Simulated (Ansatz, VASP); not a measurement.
# Two plane-wave programs on AgBr

```
Ag Br
1.0
     0.00000    2.86041    2.86041
     2.86041    0.00000    2.86041
     2.86041    2.86041    0.00000
Ag Br
1 1
Direct
  0.00000 0.00000 0.00000
  0.50000 0.50000 0.50000
```

Alike in both runs: task single point; functional PBE; k mesh 6 × 6 × 6; no spin polarisation.

|  | VASP | Ansatz |
| --- | --- | --- |
| version | VASP 6.6.1 | Ansatz 0.2.0 |
| potentials or method | VASP PAW PBE potentials, release 64 (Ag, Br) | plane waves, PAW |
| plane-wave cutoff (eV) | 500 | 420 |
| occupations | gaussian, width 0.01 eV | fixed |
| valence electrons in the cell | 18 | 26 |

Ansatz gave:

```
gap on the k mesh at the Fermi level (eV) : 0.67
pressure (GPa)                            : 2.9
```

Q: Estimate VASP's values.

A: gap on the k mesh at the Fermi level (eV): 0.67; pressure (GPa): 2.8.

VASP's potentials hold 18 valence electrons a cell and Ansatz's 26, so a difference there can come from the potentials and not from the codes.
